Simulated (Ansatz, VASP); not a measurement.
## Two plane-wave programs on NaCl

INCAR

```
  PREC = Accurate
  ENCUT = 520
  EDIFF = 1E-6
  ISMEAR = 0
  SIGMA = 0.05
  LREAL = False
  LASPH = True
  NELM = 80
  ALGO = Normal
  ISIF = 2
  LWAVE = False
  LCHARG = False
  GGA = PE
  NBANDS = 14
```

Contents of KPOINTS:

```
regular mesh
0
Gamma
  8 8 8
```

The input POSCAR:

```
NaCl
1.0
    0.0000000000      3.0582900000      2.6052100000
    3.0582900000      0.0000000000      2.6052100000
    3.0582900000      3.0582900000      0.0000000000
Na Cl
1 1
Direct
    0.0000000000      0.0000000000      0.0000000000
    0.5000000000      0.5000000000      0.5000000000
```

Input for Ansatz:

```yaml
crystal:
  lattice:
    - [0.0, 3.05829, 2.60521]
    - [3.05829, 0.0, 2.60521]
    - [3.05829, 3.05829, 0.0]
  atoms:
    - { symbol: Na, position: [0.0, 0.0, 0.0] }
    - { symbol: Cl, position: [0.5, 0.5, 0.5] }
basis:
  ecutwfc: 420
kpoints:
  mp_grid: { grid: [8, 8, 8] }
hamiltonian:
  xc: pbe
scf:
  occupations: { method: gaussian, width: 0.05 }
output:
  forces: true
  stress: true
  eigenvalues: true
```

Change from the starting cell: strain +0.080 along x and y, -0.080 along z, atoms carried along.

Alike in both runs: task single point; functional PBE; k mesh 8 × 8 × 8; occupations gaussian, width 0.05 eV; no spin polarisation.

```csv
,VASP,Ansatz
version,VASP 6.6.1,Ansatz 0.2.0
potentials or method,"VASP PAW PBE potentials, release 64 (Na_pv, Cl), cutoff 520 eV","scalar-relativistic, plane waves, PAW"
valence electrons in the cell,14,16
```

Ansatz gave:

- gap on the k mesh at the Fermi level (eV): 4.79
- least direct gap on the mesh (eV): 4.79
- pressure (GPa): 0.4
- traceless stress, the component that is largest in VASP (GPa): 4.24

Q: Estimate VASP's values.

A: gap on the k mesh at the Fermi level (eV): 4.79; least direct gap on the mesh (eV): 4.79; pressure (GPa): 0.3; traceless stress, the component that is largest in VASP (GPa): 4.28.

VASP's potentials hold 14 valence electrons a cell and Ansatz's 16, so a difference there can come from the potentials and not from the codes.
